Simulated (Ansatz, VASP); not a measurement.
**Two plane-wave programs on Si3N4**

The input INCAR:

```
PREC = Accurate ; ENCUT = 520
EDIFF = 1E-8 ; ISMEAR = -1
SIGMA = 0.02 ; LREAL = F
LASPH = T ; NELM = 100
ALGO = Normal ; ISIF = 2
LWAVE = F ; LCHARG = F
GGA = PE ; LEFG = T
NBANDS = 45
```

Contents of KPOINTS:

```
Automatic mesh
0
Gamma
  4 4 10
```

POSCAR

```
Si3N4
1.0
    7.6045444358      0.0000000000      0.0000000000
   -3.8022722179      6.5857286656      0.0000000000
    0.0000000000      0.0000000000      2.9051990800
Si N
6 8
Direct
    0.2310824300      0.8249461500      0.7500000000
    0.4061362800      0.2310824300      0.2500000000
    0.8249461500      0.5938637200      0.2500000000
    0.1750538500      0.4061362800      0.7500000000
    0.5938637200      0.7689175700      0.7500000000
    0.7689175700      0.1750538500      0.2500000000
    0.3333333333      0.6666666667      0.7500000000
    0.6666666667      0.3333333333      0.2500000000
    0.9691944900      0.6698534000      0.7500000000
    0.2993410900      0.9691944900      0.2500000000
    0.6698534000      0.7006589100      0.2500000000
    0.3301466000      0.2993410900      0.7500000000
    0.0308055100      0.3301466000      0.2500000000
    0.7006589100      0.0308055100      0.7500000000
```

Input for Ansatz:

```yaml
crystal:
  lattice:
    - [7.6045444358, 0.0, 0.0]
    - [-3.8022722179, 6.5857286656, 0.0]
    - [0.0, 0.0, 2.90519908]
  atoms:
    - { symbol: Si, position: [0.23108243, 0.82494615, 0.75] }
    - { symbol: Si, position: [0.40613628, 0.23108243, 0.25] }
    - { symbol: Si, position: [0.82494615, 0.59386372, 0.25] }
    - { symbol: Si, position: [0.17505385, 0.40613628, 0.75] }
    - { symbol: Si, position: [0.59386372, 0.76891757, 0.75] }
    - { symbol: Si, position: [0.76891757, 0.17505385, 0.25] }
    - { symbol: "N", position: [0.3333333333, 0.6666666667, 0.75] }
    - { symbol: "N", position: [0.6666666667, 0.3333333333, 0.25] }
    - { symbol: "N", position: [0.96919449, 0.6698534, 0.75] }
    - { symbol: "N", position: [0.29934109, 0.96919449, 0.25] }
    - { symbol: "N", position: [0.6698534, 0.70065891, 0.25] }
    - { symbol: "N", position: [0.3301466, 0.29934109, 0.75] }
    - { symbol: "N", position: [0.03080551, 0.3301466, 0.25] }
    - { symbol: "N", position: [0.70065891, 0.03080551, 0.75] }
kpoints:
  mp_grid: { grid: [4, 4, 10] }
scf:
  occupations: { method: fermi_dirac, width: 0.02 }
hamiltonian:
  xc: pbe
  pseudopotentials: { kind: paw, frozen_core: stored }
output:
  forces: true
  stress: true
  populations: true
  efg: { quadrupole_moments_barn: { "N": 0.02044 } }
```

Alike in both runs: task electric field gradients; functional PBE; k mesh 4 × 4 × 10; occupations fermi-dirac, width 0.02 eV; no spin polarisation.

|  | VASP | Ansatz |
| --- | --- | --- |
| version | VASP 6.6.1 | Ansatz 0.2.0 |
| potentials or method | VASP PAW PBE potentials, release 64 (Si, N) | plane-wave PAW, scalar-relativistic |
| plane-wave cutoff (eV) | 520 | 420 |
| valence electrons in the cell | 64 | 64 |

```csv
,VASP,Ansatz,Ansatz less VASP
gap on the k mesh at the Fermi level (eV),4.33,4.35,+0.012
pressure (GPa),5.4,5.7,+0.29
"traceless stress, the component that is largest in VASP (GPa)",0.04,0.08,+0.032
rms of the force components (eV/Å),0.018,0.019,+0.0008
size of Vzz on the site where it differs most (V/Å²),46.3,51.1,+4.84
```

Atom by atom the forces differ by 0.002 eV/Å (rms over components).
